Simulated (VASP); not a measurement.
Write the native input for VASP 6.6.1 that does the following.

| Quantity | Value |
| --- | --- |
| Task | single point |
| Functional | PBE |
| Potentials or basis | VASP PAW PBE potentials, release 64 (Ni, Si) |
| Cutoff | 520 eV |
| k mesh | 6 × 7 × 4 |
| Occupations | gaussian, width 0.015 eV |
| Spin | collinear spin, ferromagnetic start |
| Starting moments | [1.0, 1.0, 1.0, 1.0, 1.0, 1.0, 1.0, 1.0, 0.0, 0.0, 0.0, 0.0] μB |
| Dipole correction | no |
| Further INCAR settings | ALGO = Normal; EDIFF = 1e-06; NBANDS = 64 |

The structure of SiNi2 lies in POSCAR:

```
SiNi2
1.0
    4.9900000000      0.0000000000      0.0000000000
    0.0000000000      3.7200000000      0.0000000000
    0.0000000000      0.0000000000      7.0300000000
Ni Si
8 4
Direct
    0.3250000000      0.7500000000      0.9370000000
    0.6750000000      0.2500000000      0.0630000000
    0.1750000000      0.2500000000      0.4370000000
    0.8250000000      0.7500000000      0.5630000000
    0.4580000000      0.7500000000      0.2970000000
    0.5420000000      0.2500000000      0.7030000000
    0.0420000000      0.2500000000      0.7970000000
    0.9580000000      0.7500000000      0.2030000000
    0.7860000000      0.7500000000      0.8860000000
    0.2140000000      0.2500000000      0.1140000000
    0.7140000000      0.2500000000      0.3860000000
    0.2860000000      0.7500000000      0.6140000000
```

These files were run (other wordings do the same):

INCAR

```
PREC = Accurate
ENCUT = 520
EDIFF = 1E-6
ISMEAR = 0
SIGMA = 0.015
LREAL = F
LASPH = T
NELM = 150
ALGO = Normal
ISIF = 2
LWAVE = F
LCHARG = F
ISPIN = 2
MAGMOM = 1 1 1 1 1 1 1 1 0 0 0 0
LORBIT = 11
LMAXMIX = 4
GGA = PE
NBANDS = 64
KPAR = 2
```

KPOINTS

```
regular mesh
0
Gamma
  6 7 4
```

Potentials or basis: VASP PAW PBE potentials, release 64 (Ni, Si).

The run is started by

```console
$ cat potpaw_PBE.64/Ni/POTCAR potpaw_PBE.64/Si/POTCAR > POTCAR
$ mpirun -np 2 vasp_std > vasp.out
```

It gave:

* Pressure: 3.5 GPa
* Largest force: 0.352 eV/Å
* Net moment: -0.13 μB per cell
* Valence electrons inside the program's atomic spheres: Ni 9.57, 9.47 (each value once); Si 1.62

Caveat: the cell stands under pressure; the moments typed at the start vanished in this run.

It took 6.7 min on 2 MPI ranks on Intel(R) Xeon(R) Platinum 8488C (Sapphire Rapids), with other jobs on the host, peak memory 0.63 GiB a rank.
